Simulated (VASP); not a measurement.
# MgB2 in VASP: notebook

Runs on MgB2. Level: PBEsol. Tasks: single point.

All numbers are computed with VASP 6.6.1; they aren't measurements. Logs are shortened: lines on timing, memory, paths and dates and some standing lists are left out, and cuts for length are marked.

## (1) The cell of the first run

The cell holds a slab with vacuum, 6 atoms: a = 3.085 Å, b = 3.085 Å, c = 8.046 Å, α = 90.00°, β = 90.00°, γ = 120.00°.

## (2) Single point, PBEsol

Contents of INCAR:

```
SYSTEM = MgB2
PREC = Accurate
ENCUT = 520
EDIFF = 1E-6
ISMEAR = -1
SIGMA = 0.15
LREAL = .False.
LASPH = .True.
NELM = 120
ALGO = Normal
ISIF = 2
LWAVE = .False.
LCHARG = .False.
GGA = PS
NBANDS = 17
GGA_COMPAT = .False.
NELMDL = -8
```

Contents of KPOINTS:

```
Automatic mesh
0
Gamma
  6 6 3
  0 0 0
```

Contents of POSCAR:

```
MgB2
1.0
    3.0850000000      0.0000000000      0.0000000000
   -1.5425000000      2.6716883700      0.0000000000
    0.0000000000      0.0000000000      8.0460000000
Mg B
2 4
Direct
    0.0000000000      0.0000000000      0.0000000000
    0.0000000000      0.0000000000      0.4378573204
    0.3333333333      0.6666666667      0.2189286602
    0.6666666667      0.3333333333      0.2189286602
    0.3333333333      0.6666666667      0.6567859806
    0.6666666667      0.3333333333      0.6567859806
```

Potentials or basis: VASP PAW PBE potentials, release 64 (Mg, B).

Launch:

```sh
cat potpaw_PBE.64/Mg/POTCAR potpaw_PBE.64/B/POTCAR > POTCAR
mpirun -np 1 vasp_std > vasp.out
```

OUTCAR:

```text
SYSTEM = MgB2
   PREC = Accurate
   ENCUT = 520
   EDIFF = 1E-6
   ISMEAR = -1
   LREAL = .False.
   LASPH = .True.
   NELM = 120
   ISIF = 2
   GGA = PS
   NELMDL = -8

 ion  position               nearest neighbor table
   1  0.000  0.000  0.000-   3 2.51   4 2.51   4 2.51   3 2.51   4 2.51   3 2.51   2 3.52
   2  0.000  0.000  0.438-   3 2.51   5 2.51   4 2.51   6 2.51   5 2.51   6 2.51   3 2.51   4 2.51
                             4 2.51   6 2.51   3 2.51   5 2.51   1 3.52
   3  0.333  0.667  0.219-   4 1.78   4 1.78   4 1.78   2 2.51   1 2.51   1 2.51   2 2.51   2 2.51
                             1 2.51
   4  0.667  0.333  0.219-   3 1.78   3 1.78   3 1.78   1 2.51   2 2.51   1 2.51   2 2.51   1 2.51
                             2 2.51
   5  0.333  0.667  0.657-   6 1.78   6 1.78   6 1.78   2 2.51   2 2.51   2 2.51
   6  0.667  0.333  0.657-   5 1.78   5 1.78   5 1.78   2 2.51   2 2.51   2 2.51

  LATTYP: Found a hexagonal cell.
 ALAT       =     3.0850000000
 C/A-ratio  =     2.6081037277

  Lattice vectors:

 A1 = (   3.0850000000,   0.0000000000,   0.0000000000)
 A2 = (  -1.5425000000,   2.6716883700,   0.0000000000)
 A3 = (   0.0000000000,   0.0000000000,   8.0460000000)

Analysis of symmetry for initial positions (statically):
=====================================================================
 Subroutine PRICEL returns:
 Original cell was already a primitive cell.

 Routine SETGRP: Setting up the symmetry group for a
 hexagonal supercell.

 Subroutine GETGRP returns: Found 12 space group operations
 (whereof 12 operations were pure point group operations)
 out of a pool of 24 trial point group operations.

The static configuration has the point symmetry C_6v.

Analysis of symmetry for dynamics (positions and initial velocities):
=====================================================================
 Subroutine PRICEL returns:
 Original cell was already a primitive cell.

 Routine SETGRP: Setting up the symmetry group for a
 hexagonal supercell.

 Subroutine GETGRP returns: Found 12 space group operations
 (whereof 12 operations were pure point group operations)
 out of a pool of 24 trial point group operations.

The dynamic configuration has the point symmetry C_6v.

 Subroutine INISYM returns: Found 12 space group operations
 (whereof 12 operations are pure point group operations),
 and found     1 'primitive' translations

----------------------------------------------------------------------------------------

                                     Primitive cell

  volume of cell :      66.3164

  direct lattice vectors                    reciprocal lattice vectors
     3.085000000  0.000000000  0.000000000     0.324149109  0.187147575  0.000000000
    -1.542500000  2.671688370  0.000000000     0.000000000  0.374295150  0.000000000
     0.000000000  0.000000000  8.046000000     0.000000000  0.000000000  0.124285359

  length of vectors
     3.085000000  3.084999999  8.046000000     0.374295150  0.374295150  0.124285359

  position of ions in fractional coordinates (direct lattice)
     0.000000000  0.000000000  0.000000000
     0.000000000  0.000000000  0.437857320
     0.333333333  0.666666667  0.218928660
     0.666666667  0.333333333  0.218928660
     0.333333333  0.666666667  0.656785981
     0.666666667  0.333333333  0.656785981

  ion indices of the primitive-cell ions
   primitive index   ion index
                 1           1
                 2           2
                 3           3
                 4           4
                 5           5
                 6           6

----------------------------------------------------------------------------------------

 KPOINTS: Automatic mesh

Automatic generation of k-mesh.
 Grid dimensions read from file:
 generate k-points for:    6    6    3

 Generating k-lattice:

  Cartesian coordinates                     Fractional coordinates (reciprocal lattice)
     0.054024851  0.031191263  0.000000000     0.166666667  0.000000000  0.000000000
     0.000000000  0.062382525  0.000000000     0.000000000  0.166666667  0.000000000
     0.000000000  0.000000000  0.041428453     0.000000000  0.000000000  0.333333333

  Length of vectors
     0.062382525  0.062382525  0.041428453

  Shift w.r.t. Gamma in fractional coordinates (k-lattice)
     0.000000000  0.000000000  0.000000000

 Subroutine IBZKPT returns following result:
 ===========================================

 Found     14 irreducible k-points:

 Following reciprocal coordinates:
            Coordinates               Weight
  0.000000  0.000000  0.000000      1.000000
  0.166667  0.000000  0.000000      6.000000
  0.333333  0.000000  0.000000      6.000000
  0.500000 -0.000000  0.000000      3.000000
  0.166667  0.166667  0.000000      6.000000
  0.333333  0.166667  0.000000     12.000000
  0.333333  0.333333  0.000000      2.000000
  0.000000  0.000000  0.333333      2.000000
  0.166667  0.000000  0.333333     12.000000
  0.333333  0.000000  0.333333     12.000000
  0.500000 -0.000000  0.333333      6.000000
  0.166667  0.166667  0.333333     12.000000
  0.333333  0.166667  0.333333     24.000000
  0.333333  0.333333  0.333333      4.000000
   k-points           NKPTS =     14   k-points in BZ     NKDIM =     14   number of bands    NBANDS=     17
   number of dos      NEDOS =    301   number of ions     NIONS =      6
   total plane-waves  NPLWV =  34560
   dimension x,y,z NGX =    24 NGY =   24 NGZ =   60
   dimension x,y,z NGXF=    48 NGYF=   48 NGZF=  120
   ions per type =               2   4
   NGX,Y,Z   is equivalent  to a cutoff of  12.93, 12.93, 12.40 a.u.
   NGXF,Y,Z  is equivalent  to a cutoff of  25.87, 25.87, 24.79 a.u.
 SYSTEM =  MgB2
   PREC   = accura    normal or accurate (medium, high low for compatibility)
   ISTART =      0    job   : 0-new  1-cont  2-samecut
   ICHARG =      2    charge: 1-file 2-atom 10-const
   ISPIN  =      1    spin polarized calculation?
   LNONCOLLINEAR =      F non collinear calculations
   LSORBIT =      F    spin-orbit coupling
   LASPH  =      T    aspherical Exc in radial PAW
   ENCUT  =  520.0 eV  38.22 Ry    6.18 a.u.   5.74  5.74 14.96*2*pi/ulx,y,z
   NELM   =    120;   NELMIN=  2; NELMDL= -8     # of ELM steps
   EDIFF  = 0.1E-05   stopping-criterion for ELM
   LREAL  =      F    real-space projection
   EDIFFG = 0.1E-04   stopping-criterion for IOM
   NSW    =      0    number of steps for IOM
   IBRION =     -1    ionic relax: 0-MD 1-quasi-New 2-CG
   NFREE  =      0    steps in history (QN), initial steepest desc. (CG)
   ISIF   =      2    stress and relaxation
   ISYM   =      2    0-nonsym 1-usesym 2-fastsym
   POTIM  = 0.5000    time-step for ionic-motion
   TEBEG  =    0.0;   TEEND  =   0.0 temperature during run
   PSTRESS=    0.0 pullay stress
   NELECT =      16.0000    total number of electrons
   NUPDOWN=      -1.0000    fix difference up-down
   EMIN   =  10.00;   EMAX   =-10.00  energy-range for DOS
   EFERMI =   0.00;   METHOD = LEGACY
   ISMEAR =    -1;   SIGMA  =   0.15  broadening in eV -4-tet -1-fermi 0-gaus
   EFERMI_NEDOS =   21; number of points for ismear=-14 and -15
   IALGO  =     38    algorithm
   IMIX   =      4    mixing-type and parameters
     AMIX     =   0.40;   BMIX     =  1.00
     AMIX_MAG =   1.60;   BMIX_MAG =  1.00
  volume/ion in A,a.u.               =      11.05        74.59
  Fermi-wavevector in a.u.,A,eV,Ry     =   1.019157  1.925928 14.132117  1.038681
  Thomas-Fermi vector in A             =   2.152655
   LORBIT       =      0    0 simple, 1 ext, 2 COOP (PROOUT), +10 PAW based schemes
   GGA     = PS    functional components
   LHFCALC =     F    Hartree Fock is set to
   AEXX    =    0.0000 exact exchange contribution
   IVDW    =     0    specifies the selected vdW correction
   LEPSILON=     F    determine dielectric tensor
   LRPA    =     F    only Hartree local field effects (RPA)
 non-spin polarized calculation
  energy-cutoff  :      520.00
  volume of cell :       66.32
 maximum number of plane-waves:      1794
 NGX is ok and might be reduce to    24
   NGX = 11   NGY = 11   NGZ = 29

 number of electron      16.0000000 magnetization

 Free energy of the ion-electron system (eV)
  ---------------------------------------------------
  ext. energy  EPLUGINS =         0.00000000
  ---------------------------------------------------
  free energy    TOTEN  =       -31.24852612 eV

  energy without entropy =      -31.13155400  energy(sigma->0) =      -31.19004006

 E-fermi :   4.3680     XC(G=0): -10.3772

 val. band max:        4.2843956478   @ k =   0.3333   0.1667   0.0000
 cond. band min:       4.5139600867   @ k =   0.1667   0.0000   0.3333
 fundamental gap:      0.2295644389
 Fermi energy:         4.3679528624

 k-point     1 :       0.0000    0.0000    0.0000
  band No.  band energies     occupation
      1      -7.8704      2.00000
      2      -6.5590      2.00000
      3      -2.7637      2.00000
      4       0.8568      2.00000
      5       3.2941      1.99845
      6       4.6800      0.22200
[... 9 lines left out ...]
     16      12.8385      0.00000
     17      14.1913      0.00000

 k-point     2 :       0.1667    0.0000    0.0000
  band No.  band energies     occupation
      1      -7.3974      2.00000
      2      -6.1106      2.00000
      3      -2.2155      2.00000
      4       1.3486      2.00000
      5       2.6866      1.99997
      6       3.5439      1.99181
[... 9 lines left out ...]
     16      13.3127      0.00000
     17      13.4975      0.00000

 k-point     3 :       0.3333    0.0000    0.0000
  band No.  band energies     occupation
      1      -6.0016      2.00000
      2      -4.7830      2.00000
      3      -0.6726      2.00000
      4      -0.6267      2.00000
      5       0.3601      2.00000
      6       2.5509      1.99999
[... 192 lines left out ...]
 k-point    13 :       0.3333    0.1667    0.3333
  band No.  band energies     occupation
      1      -4.6248      2.00000
      2      -3.5740      2.00000
      3      -1.9418      2.00000
      4      -0.9481      2.00000
      5       0.5973      2.00000
      6       1.2326      2.00000
[... 9 lines left out ...]
     16      12.3844      0.00000
     17      12.7970      0.00000

 k-point    14 :       0.3333    0.3333    0.3333
  band No.  band energies     occupation
      1      -2.7634      2.00000
      2      -2.7634      2.00000
      3      -1.7886      2.00000
      4      -1.7886      2.00000
      5      -1.4611      2.00000
      6      -0.3677      2.00000
[... 9 lines left out ...]
     16      13.3249      0.00000
     17      13.7800      0.00000

------------------------ aborting loop because EDIFF is reached ----------------------------------------

  FORCE on cell =-STRESS in cart. coord.  units (eV):
  Direction    XX          YY          ZZ          XY          YZ          ZX
  --------------------------------------------------------------------------------------
  -------------------------------------------------------------------------------------
  Total       -1.1594568     -1.1594568     -6.1087985      0.0000000      0.0000000      0.0000000
  in kB      -28.0120037    -28.0120037   -147.5860758      0.0000000      0.0000000      0.0000000
  external PRESSURE =     -67.8700277 kB  Pullay stress =       0.0000000 kB

 VOLUME and BASIS-vectors are now :
 -----------------------------------------------------------------------------
  energy-cutoff  :      520.00
  volume of cell :       66.32
      direct lattice vectors                 reciprocal lattice vectors
     3.085000000  0.000000000  0.000000000     0.324149109  0.187147575  0.000000000
    -1.542500000  2.671688370  0.000000000     0.000000000  0.374295150  0.000000000
     0.000000000  0.000000000  8.046000000     0.000000000  0.000000000  0.124285359

 POSITION                                       TOTAL-FORCE (eV/Angst)
 -----------------------------------------------------------------------------------
      0.00000      0.00000      0.00000         0.000000      0.000000     -0.477356
      0.00000      0.00000      3.52300        -0.000000     -0.000000      0.261875
     -0.00000      1.78113      1.76150        -0.000000     -0.000000     -0.336570
      1.54250      0.89056      1.76150         0.000000     -0.000000     -0.336570
     -0.00000      1.78113      5.28450        -0.000000      0.000000      0.444311
      1.54250      0.89056      5.28450         0.000000     -0.000000      0.444311
 -----------------------------------------------------------------------------------
    total drift:                                0.000000      0.000000      0.000064

  FREE ENERGIE OF THE ION-ELECTRON SYSTEM (eV)
  ---------------------------------------------------
  free  energy   TOTEN  =       -31.2485261247 eV

  energy  without entropy=      -31.1315539987  energy(sigma->0) =      -31.19004006
```

Wall time 12 s (1 thread of Intel Xeon Platinum 8559C (Emerald Rapids), shared host); peak memory 0.17 GiB.

What came out:

| Quantity | Value |
| --- | --- |
| Free energy | -31.2485 eV |
| Largest force | 0.477 eV/Å |
| Band gap on the k mesh | zero (band 8 reaches 5.39 eV, above the bottom of band 9 at 3.72 eV) |

Forces in eV/Å, atoms in the order of the input:
```
Mg   0.000  0.000 -0.477
Mg   0.000  0.000  0.262
B    0.000  0.000 -0.337
B    0.000  0.000 -0.337
B    0.000  0.000  0.444
B    0.000  0.000  0.444
```

Levels at points of the mesh, in eV from the Fermi level:
| k point | band 6 | band 7 | band 8 | band 9 | band 10 | band 11 |
| --- | --- | --- | --- | --- | --- | --- |
| (0.00, 0.00, 0.00) | 0.31 | 0.31 | 1.02 | 1.02 | 6.18 | 6.18 |
| (0.50, 0.00, 0.00) | -2.27 | -1.44 | -1.11 | -0.09 | 2.42 | 2.87 |

Caveat: the k points lie up to 0.39 Å⁻¹ apart; the PAW data sets were made with another functional, which shifts forces and pressure a little.

(Part 1 of 2 ends here.)
